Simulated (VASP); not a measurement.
# SrRe (L11 type) (R-3m) in VASP: single point with r2SCAN

Aim: the single point of SrRe (L11 type) with r2SCAN.

Everything below comes from runs of VASP 6.6.1. Logs are shortened: lines on timing, memory, paths and dates and some standing lists are left out, and cuts for length are marked.

## 1. The cell of the first run

Symmetry: R-3m, No. 166, trigonal system. Conventional cell: a = 2.943 Å, b = 2.943 Å, c = 16.555 Å, α = 90.00°, β = 90.00°, γ = 120.00°. Within 3.9 Å of Re (site symmetry -3m) lie 6 Re at 2.94 Å and 6 Sr at 3.24 Å. Sr (site symmetry -3m) has 6 Sr at 2.94 Å and 6 Re at 3.24 Å within 3.9 Å.

## 2. Single point, r2SCAN

File POSCAR:

```
SrRe
1.0
    1.4716558829     -0.8496609201      5.5182657945
    0.0000000000      1.6993218403      5.5182657945
   -1.4716558829     -0.8496609201      5.5182657945
Re Sr
1 1
Direct
    0.0000000000      0.0000000000      0.0000000000
    0.5000000000      0.5000000000      0.5000000000
```

File INCAR.step1:

```
SYSTEM = SrRe
PREC = Accurate
ENCUT = 520
ISMEAR = -1
SIGMA = 0.05
LREAL = .False.
LASPH = .True.
NELM = 80
NBANDS = 16
GGA = PE
ALGO = Normal
EDIFF = 1E-4
LWAVE = .True.
LCHARG = .False.
```

File INCAR.step2:

```
SYSTEM = SrRe
PREC = Accurate
ENCUT = 520
EDIFF = 1E-7
ISMEAR = -1
SIGMA = 0.05
LREAL = .False.
LASPH = .True.
NELM = 80
ALGO = Normal
ISIF = 2
LWAVE = .False.
LCHARG = .True.
METAGGA = R2SCAN
LMIXTAU = .True.
LELF = .True.
LVHAR = .True.
NBANDS = 16
ISTART = 1
```

File KPOINTS:

```
regular mesh
0
Gamma
  12 12 12
  0 0 0
```

Potentials or basis: VASP PAW PBE potentials, release 64 (Re, Sr_sv).

Started as:

```
cat potpaw_PBE.64/Re/POTCAR potpaw_PBE.64/Sr_sv/POTCAR > POTCAR
cp INCAR.step1 INCAR
mpirun -np 1 vasp_std > vasp.out
cp INCAR.step2 INCAR
mpirun -np 1 vasp_std > vasp.out
```

OUTCAR:

```text
SYSTEM = SrRe
   PREC = Accurate
   ENCUT = 520
   EDIFF = 1E-7
   ISMEAR = -1
   LREAL = .False.
   LASPH = .True.
   NELM = 80
   ISIF = 2
   METAGGA = R2SCAN
   ISTART = 1

 ion  position               nearest neighbor table
   1  0.000  0.000  0.000-   2 3.24   2 3.24   2 3.24   2 3.24   2 3.24   2 3.24
   2  0.500  0.500  0.500-   1 3.24   1 3.24   1 3.24   1 3.24   1 3.24   1 3.24

  LATTYP: Found a trigonal (rhomboedric) cell.
 ALAT       =     5.7739892705
 COS(alpha) =     0.8700756382

  Lattice vectors:

 A1 = (   1.4716558829,  -0.8496609201,   5.5182657945)
 A2 = (   0.0000000000,   1.6993218403,   5.5182657945)
 A3 = (  -1.4716558829,  -0.8496609201,   5.5182657945)

Analysis of symmetry for initial positions (statically):
=====================================================================
 Subroutine PRICEL returns:
 Original cell was already a primitive cell.

 Routine SETGRP: Setting up the symmetry group for a
 trigonal (rhombohedral) supercell.

 Subroutine GETGRP returns: Found 12 space group operations
 (whereof 12 operations were pure point group operations)
 out of a pool of 12 trial point group operations.

The static configuration has the point symmetry D_3d.

Analysis of symmetry for dynamics (positions and initial velocities):
=====================================================================
 Subroutine PRICEL returns:
 Original cell was already a primitive cell.

 Routine SETGRP: Setting up the symmetry group for a
 trigonal (rhombohedral) supercell.

 Subroutine GETGRP returns: Found 12 space group operations
 (whereof 12 operations were pure point group operations)
 out of a pool of 12 trial point group operations.

The dynamic configuration has the point symmetry D_3d.

 Subroutine INISYM returns: Found 12 space group operations
 (whereof 12 operations are pure point group operations),
 and found     1 'primitive' translations

----------------------------------------------------------------------------------------

                                     Primitive cell

  volume of cell :      41.4005

  direct lattice vectors                    reciprocal lattice vectors
     1.471655883 -0.849660920  5.518265795     0.339753339 -0.196156682  0.060405451
     0.000000000  1.699321840  5.518265795     0.000000000  0.392313363  0.060405451
    -1.471655883 -0.849660920  5.518265795    -0.339753339 -0.196156682  0.060405451

  length of vectors
     5.773989270  5.773989270  5.773989270     0.396936511  0.396936511  0.396936511

  position of ions in fractional coordinates (direct lattice)
     0.000000000  0.000000000  0.000000000
     0.500000000  0.500000000  0.500000000

  ion indices of the primitive-cell ions
   primitive index   ion index
                 1           1
                 2           2

----------------------------------------------------------------------------------------

 KPOINTS: regular mesh

Automatic generation of k-mesh.
 Grid dimensions read from file:
 generate k-points for:   12   12   12

 Generating k-lattice:

  Cartesian coordinates                     Fractional coordinates (reciprocal lattice)
     0.028312778 -0.016346390  0.005033788     0.083333333 -0.000000000  0.000000000
     0.000000000  0.032692780  0.005033788    -0.000000000  0.083333333 -0.000000000
    -0.028312778 -0.016346390  0.005033788     0.000000000 -0.000000000  0.083333333

  Length of vectors
     0.033078043  0.033078043  0.033078043

  Shift w.r.t. Gamma in fractional coordinates (k-lattice)
     0.000000000  0.000000000  0.000000000

 Subroutine IBZKPT returns following result:
 ===========================================

 Found    189 irreducible k-points:

 Following reciprocal coordinates:
            Coordinates               Weight
  0.000000  0.000000  0.000000      1.000000
  0.083333 -0.000000  0.000000      6.000000
  0.166667  0.000000  0.000000      6.000000
  0.250000 -0.000000  0.000000      6.000000
  0.333333 -0.000000  0.000000      6.000000
  0.416667 -0.000000  0.000000      6.000000
[... 16 lines left out ...]
  0.500000  0.166667  0.000000     12.000000
 -0.416667  0.166667 -0.000000     12.000000
 [... further k-points ...]
   k-points           NKPTS =    189   k-points in BZ     NKDIM =    189   number of bands    NBANDS=     16
   number of dos      NEDOS =    301   number of ions     NIONS =      2
   total plane-waves  NPLWV = 110592
   dimension x,y,z NGX =    48 NGY =   48 NGZ =   48
   dimension x,y,z NGXF=    96 NGYF=   96 NGZF=   96
   ions per type =               1   1
   NGX,Y,Z   is equivalent  to a cutoff of  13.82, 13.82, 13.82 a.u.
   NGXF,Y,Z  is equivalent  to a cutoff of  27.64, 27.64, 27.64 a.u.
 SYSTEM =  SrRe
   PREC   = accura    normal or accurate (medium, high low for compatibility)
   ISTART =      1    job   : 0-new  1-cont  2-samecut
   ICHARG =      0    charge: 1-file 2-atom 10-const
   ISPIN  =      1    spin polarized calculation?
   LNONCOLLINEAR =      F non collinear calculations
   LSORBIT =      F    spin-orbit coupling
   LASPH  =      T    aspherical Exc in radial PAW
   ENCUT  =  520.0 eV  38.22 Ry    6.18 a.u.  10.74 10.74 10.74*2*pi/ulx,y,z
   NELM   =     80;   NELMIN=  2; NELMDL=  0     # of ELM steps
   EDIFF  = 0.1E-06   stopping-criterion for ELM
   LREAL  =      F    real-space projection
   EDIFFG = 0.1E-05   stopping-criterion for IOM
   NSW    =      0    number of steps for IOM
   IBRION =     -1    ionic relax: 0-MD 1-quasi-New 2-CG
   NFREE  =      0    steps in history (QN), initial steepest desc. (CG)
   ISIF   =      2    stress and relaxation
   ISYM   =      2    0-nonsym 1-usesym 2-fastsym
   POTIM  = 0.5000    time-step for ionic-motion
   TEBEG  =    0.0;   TEEND  =   0.0 temperature during run
   PSTRESS=    0.0 pullay stress
   NELECT =      17.0000    total number of electrons
   NUPDOWN=      -1.0000    fix difference up-down
   EMIN   =  10.00;   EMAX   =-10.00  energy-range for DOS
   EFERMI =   0.00;   METHOD = LEGACY
   ISMEAR =    -1;   SIGMA  =   0.05  broadening in eV -4-tet -1-fermi 0-gaus
   EFERMI_NEDOS =   21; number of points for ismear=-14 and -15
   IALGO  =     38    algorithm
   IMIX   =      4    mixing-type and parameters
     AMIX     =   0.40;   BMIX     =  1.00
     AMIX_MAG =   1.60;   BMIX_MAG =  1.00
  volume/ion in A,a.u.               =      20.70       139.69
  Fermi-wavevector in a.u.,A,eV,Ry     =   1.216809  2.299436 20.145127  1.480625
  Thomas-Fermi vector in A             =   2.352151
   LORBIT       =      0    0 simple, 1 ext, 2 COOP (PROOUT), +10 PAW based schemes
   METAGGA = R2SCAN    functional components
   LHFCALC =     F    Hartree Fock is set to
   AEXX    =    0.0000 exact exchange contribution
   IVDW    =     0    specifies the selected vdW correction
   LEPSILON=     F    determine dielectric tensor
   LRPA    =     F    only Hartree local field effects (RPA)
 non-spin polarized calculation
  energy-cutoff  :      520.00
  volume of cell :       41.40
 maximum number of plane-waves:      1148
 NGX is ok and might be reduce to    48
   NGX = 21   NGY = 21   NGZ = 21

 number of electron      17.0000000 magnetization

 Free energy of the ion-electron system (eV)
  ---------------------------------------------------
  ext. energy  EPLUGINS =         0.00000000
  ---------------------------------------------------
  free energy    TOTEN  =       -64.49374848 eV

  energy without entropy =      -64.47849698  energy(sigma->0) =      -64.48612273

 E-fermi :   5.5528     XC(G=0): -12.2754

 val. band max:        5.5511917050   @ k =   0.3333   0.1667   0.1667
 cond. band min:       5.5575231549   @ k =   0.2500   0.2500   0.0833
 fundamental gap:      0.0063314498
 Fermi energy:         5.5527899902

 k-point     1 :       0.0000    0.0000    0.0000
  band No.  band energies     occupation
      1     -32.1899      2.00000
      2     -13.3403      2.00000
      3     -11.8881      2.00000
      4     -11.8881      2.00000
      5      -1.6995      2.00000
      6       2.3582      2.00000
[... 8 lines left out ...]
     15      14.5238      0.00000
     16      14.5238      0.00000

 k-point     2 :       0.0833   -0.0000    0.0000
  band No.  band energies     occupation
      1     -32.1447      2.00000
      2     -13.2954      2.00000
      3     -12.1648      2.00000
      4     -11.9454      2.00000
      5      -1.4371      2.00000
      6       2.5591      2.00000
[... 8 lines left out ...]
     15      14.1524      0.00000
     16      14.3004      0.00000

 k-point     3 :       0.1667    0.0000    0.0000
  band No.  band energies     occupation
      1     -32.0184      2.00000
      2     -13.1697      2.00000
      3     -12.8730      2.00000
      4     -12.0981      2.00000
      5      -0.7023      2.00000
      6       3.0190      2.00000
[... 8 lines left out ...]
     15      13.6613      0.00000
     16      13.7489      0.00000

 k-point     4 :       0.2500   -0.0000    0.0000
  band No.  band energies     occupation
      1     -31.8392      2.00000
      2     -13.7556      2.00000
      3     -12.9908      2.00000
      4     -12.2981      2.00000
      5       0.3229      2.00000
      6       3.2433      2.00000
[... 8 lines left out ...]
     15      13.0870      0.00000
     16      13.3714      0.00000

 k-point     5 :       0.3333   -0.0000    0.0000
  band No.  band energies     occupation
      1     -31.6516      2.00000
      2     -14.5681      2.00000
      3     -12.8030      2.00000
      4     -12.4890      2.00000
      5       1.1850      2.00000
      6       3.2872      2.00000
[... 8 lines left out ...]
     15      13.4857      0.00000
     16      14.1806      0.00000

 k-point     6 :       0.4167   -0.0000    0.0000
  band No.  band energies     occupation
      1     -31.5082      2.00000
      2     -15.1304      2.00000
      3     -12.6592      2.00000
      4     -12.6236      2.00000
      5       1.4248      2.00000
      6       3.1042      2.00000
[... 8 lines left out ...]
     15      14.5439      0.00000
     16      15.2019      0.00000

 k-point     7 :       0.5000   -0.0000    0.0000
  band No.  band energies     occupation
      1     -31.4544      2.00000
      2     -15.3308      2.00000
      3     -12.6718      2.00000
      4     -12.6051      2.00000
      5       1.4233      2.00000
      6       3.0069      2.00000
[... 8 lines left out ...]
     15      13.7402      0.00000
     16      15.6666      0.00000

 k-point     8 :       0.0833    0.0833   -0.0000
  band No.  band energies     occupation
      1     -32.1446      2.00000
      2     -13.2971      2.00000
      3     -12.1648      2.00000
      4     -11.9453      2.00000
      5      -1.4219      2.00000
      6       2.5609      2.00000
[... 8 lines left out ...]
     15      14.0940      0.00000
     16      14.3582      0.00000

 k-point     9 :       0.1667    0.0833    0.0000
  band No.  band energies     occupation
      1     -32.0587      2.00000
      2     -13.2129      2.00000
      3     -12.6388      2.00000
      4     -12.0682      2.00000
      5      -0.9082      2.00000
      6       2.8971      2.00000
[... 8 lines left out ...]
     15      13.7515      0.00000
     16      13.8260      0.00000
[... 172 lines left out ...]
 k-point    19 :       0.1667    0.1667    0.0000
  band No.  band energies     occupation
      1     -32.0182      2.00000
      2     -13.1741      2.00000
      3     -12.8719      2.00000
      4     -12.0976      2.00000
      5      -0.6568      2.00000
      6       2.9761      2.00000
[... 8 lines left out ...]
     15      13.4718      0.00000
     16      13.9862      0.00000

 k-point    20 :       0.2500    0.1667    0.0000
  band No.  band energies     occupation
      1     -31.9057      2.00000
      2     -13.3905      2.00000
      3     -13.0608      2.00000
      4     -12.2869      2.00000
      5       0.0200      2.00000
      6       3.2516      2.00000
[... 8 lines left out ...]
     15      13.0029      0.00000
     16      13.5698      0.00000

 k-point    21 :       0.3333    0.1667   -0.0000
  band No.  band energies     occupation
      1     -31.7469      2.00000
      2     -13.9937      2.00000
      3     -12.8995      2.00000
      4     -12.6227      2.00000
      5       1.0220      2.00000
      6       3.2942      2.00000
[... 8 lines left out ...]
     15      13.3299      0.00000
     16      14.0238      0.00000

 k-point    22 :       0.4167    0.1667    0.0000
  band No.  band energies     occupation
      1     -31.5819      2.00000
      2     -14.5483      2.00000
      3     -12.9756      2.00000
      4     -12.7302      2.00000
      5       2.0489      2.00000
      6       3.0665      2.00000
[... 8 lines left out ...]
     15      13.3039      0.00000
     16      15.6261      0.00000

 k-point    23 :       0.5000    0.1667    0.0000
  band No.  band energies     occupation
      1     -31.4566      2.00000
      2     -14.9398      2.00000
      3     -13.2296      2.00000
      4     -12.6009      2.00000
      5       2.2997      2.00000
      6       3.1782      2.00000
[... 8 lines left out ...]
     15      13.3224      0.00000
     16      14.9066      0.00000

 k-point    24 :      -0.4167    0.1667   -0.0000
  band No.  band energies     occupation
      1     -31.4099      2.00000
      2     -15.0818      2.00000
      3     -13.3205      2.00000
      4     -12.5515      2.00000
      5       2.2198      2.00000
      6       3.1365      2.00000
[... 8 lines left out ...]
     15      13.6709      0.00000
     16      14.7169      0.00000

 [... further k-points ...]

------------------------ aborting loop because EDIFF is reached ----------------------------------------

  FORCE on cell =-STRESS in cart. coord.  units (eV):
  Direction    XX          YY          ZZ          XY          YZ          ZX
  --------------------------------------------------------------------------------------
  -------------------------------------------------------------------------------------
  Total        0.0310609      0.0310609      0.0198163      0.0000000      0.0000000      0.0000000
  in kB        1.2020389      1.2020389      0.7668786      0.0000000      0.0000000      0.0000000
  external PRESSURE =       1.0569855 kB  Pullay stress =       0.0000000 kB

 VOLUME and BASIS-vectors are now :
 -----------------------------------------------------------------------------
  energy-cutoff  :      520.00
  volume of cell :       41.40
      direct lattice vectors                 reciprocal lattice vectors
     1.471655883 -0.849660920  5.518265795     0.339753339 -0.196156682  0.060405451
     0.000000000  1.699321840  5.518265795     0.000000000  0.392313363  0.060405451
    -1.471655883 -0.849660920  5.518265795    -0.339753339 -0.196156682  0.060405451

 POSITION                                       TOTAL-FORCE (eV/Angst)
 -----------------------------------------------------------------------------------
      0.00000      0.00000      0.00000        -0.000000      0.000000     -0.000000
      0.00000      0.00000      8.27740         0.000000     -0.000000      0.000000
 -----------------------------------------------------------------------------------
    total drift:                                0.000000      0.000000     -0.000000

  FREE ENERGIE OF THE ION-ELECTRON SYSTEM (eV)
  ---------------------------------------------------
  free  energy   TOTEN  =       -64.4937484777 eV

  energy  without entropy=      -64.4784969755  energy(sigma->0) =      -64.48612273
```

Wall time 14 min (1 thread of Intel Xeon 6975P-C (Granite Rapids), shared host); peak memory 0.45 GiB.

Results:

| Property | Result |
| --- | --- |
| Free energy | -64.4937 eV |
| Pressure | 0.1 GPa |
| Band gap on the k mesh | zero (an odd number of electrons rules out a gap without spin polarisation) |

Levels at points of the mesh, in eV from the Fermi level:
```tsv
k point	band 7	band 8	band 9	band 10	band 11	band 12
(0.00, 0.00, 0.00)	-0.79	-0.79	0.34	1.04	1.26	1.26
(0.50, 0.00, 0.00)	-1.44	-1.12	-0.90	0.66	1.34	3.36
(0.50, 0.50, 0.00)	-2.85	-0.12	0.35	1.35	3.36	4.00
(0.50, 0.50, 0.50)	-1.81	-0.76	-0.76	0.60	1.49	1.49
```

Caveat: the PAW data sets were made with another functional, which shifts forces and pressure a little; spin-orbit coupling is left out, which moves the levels of the heavy elements.
